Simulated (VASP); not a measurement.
Runs of VASP 6.6.1 on NbSi. Symmetry: Pm-3m, No. 221, cubic system. The conventional cell has a = 3.156 Å, b = 3.156 Å, c = 3.156 Å, α = 90.00°, β = 90.00°, γ = 90.00°. Within 3.6 Å of Nb (site symmetry m-3m) lie 8 Si at 2.73 Å and 6 Nb at 3.16 Å. Si (site symmetry m-3m) has 8 Nb at 2.73 Å and 6 Si at 3.16 Å within 3.6 Å. 

| U | gap on the mesh (eV) | pressure (GPa) | relaxed volume (Å³/atom) |
| --- | --- | --- | --- |
| Nb d U = 4.0 eV | none | 0.0 | (b) |
| Nb d U = 3.0 eV | none | 0.0 | (a) |
| Nb d U = 5.0 eV | none | -0.1 | 16.31 |
| Nb d U = 2.0 eV | none | 0.0 | 15.81 |
| Nb d U = 6.0 eV | none | 0.0 | 16.45 |

Alike in all rows: task relaxation of cell and atoms; level r2SCAN+U; potentials or basis VASP PAW PBE potentials, release 64 (Nb_sv, Si); no spin polarisation; cell relaxed; k mesh 8 × 8 × 8; cutoff (eV) 600; smearing fermi-dirac 0.05 eV.

Q: Fill in the values left out.

A: (a) 15.97; (b) 16.14.

Caveats: the PAW data sets were made with another functional, which shifts forces and pressure a little; an odd number of electrons without spin polarisation forces a metal; a magnetic or distorted state may lie lower; U without spin polarisation on a metal has little footing; the U is typed as a test and isn't derived for this compound.

A k mesh can miss the band edges, and the runs leave out spin-orbit coupling on Nb.

A gap of «none» marks levels without a gap at the run's occupations.
